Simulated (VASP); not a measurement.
Set up this calculation in VASP 6.6.1, as the native input.

| Property | Result |
| --- | --- |
| Task | single point |
| Functional | PBE |
| Potentials or basis | VASP PAW PBE potentials, release 64 (Ga_d, N) |
| Cutoff | 520 eV |
| k mesh | 12 × 12 × 6 |
| Occupations | gaussian, width 0.02 eV |
| Spin | no spin polarisation |
| Dipole correction | no |
| Further INCAR settings | ALGO = Normal; EDIFF = 1e-06; NBANDS = 26 |

The structure of GaN lies in POSCAR:

```
GaN
1.0
    3.2183708182      0.0000000000      0.0000000000
   -1.6091854091      2.7871908873      0.0000000000
    0.0000000000      0.0000000000      5.2431684352
Ga N
2 2
Direct
    0.6666666667      0.3333333333      0.4991348654
    0.3333333333      0.6666666667      0.9991348654
    0.6666666667      0.3333333333      0.8758651346
    0.3333333333      0.6666666667      0.3758651346
```

One way to write it, as run:

INCAR

```
PREC = Accurate ; ENCUT = 520
EDIFF = 1E-6 ; ISMEAR = 0
SIGMA = 0.02 ; LREAL = False
LASPH = True ; NELM = 80
ALGO = Normal ; ISIF = 2
LWAVE = False ; LCHARG = False
GGA = PE ; NBANDS = 26
```

KPOINTS

```
regular mesh
0
Gamma
  12 12 6
```

Potentials or basis: VASP PAW PBE potentials, release 64 (Ga_d, N).

Launch:

```console
$ cat potpaw_PBE.64/Ga_d/POTCAR potpaw_PBE.64/N/POTCAR > POTCAR
$ mpirun -np 1 vasp_std > vasp.out
```

Results of the run:

```json
{
 "Pressure": "0.1 GPa",
 "Band gap on the k mesh": "1.72 eV, direct"
}
```

Wall time 31 s on 1 thread of Intel(R) Xeon(R) 6975P-C (Granite Rapids), with other jobs on the host, peak memory 0.21 GiB.
